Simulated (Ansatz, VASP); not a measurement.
# CsIn in VASP and in Ansatz

```xyz
2
Lattice="4.6180 0.0000 0.0000 0.0000 4.6180 0.0000 0.0000 0.0000 4.6180" Properties=species:S:1:pos:R:3 pbc="T T T"
Cs    0.0000    0.0000    0.0000
In    2.3090    2.3090    2.3090
```

Alike in both runs: functional PBE; k mesh 12 × 12 × 12; occupations gaussian, width 0.1 eV; no spin polarisation.

Ansatz relaxed the structure, and its values are those at the end. VASP's run is a single point on that final structure, the one shown.

```csv
,VASP,Ansatz
version,VASP 6.6.1,Ansatz 0.2.0
potentials or method,"VASP PAW PBE potentials, release 64 (Cs_sv, In_d), cutoff 520 eV","scalar-relativistic, plane waves, PAW"
valence electrons in the cell,22,22
```

```tsv
	VASP	Ansatz	Ansatz less VASP
gap on the k mesh at the Fermi level (eV)	none	none	-
pressure (GPa)	0.0	0.0	+0.01
```

A gap of «none» marks a metal or a gap that the smearing closes. With one functional, cell and mesh, what is left measures potentials, basis and numerics.

Spin-orbit coupling is off throughout.
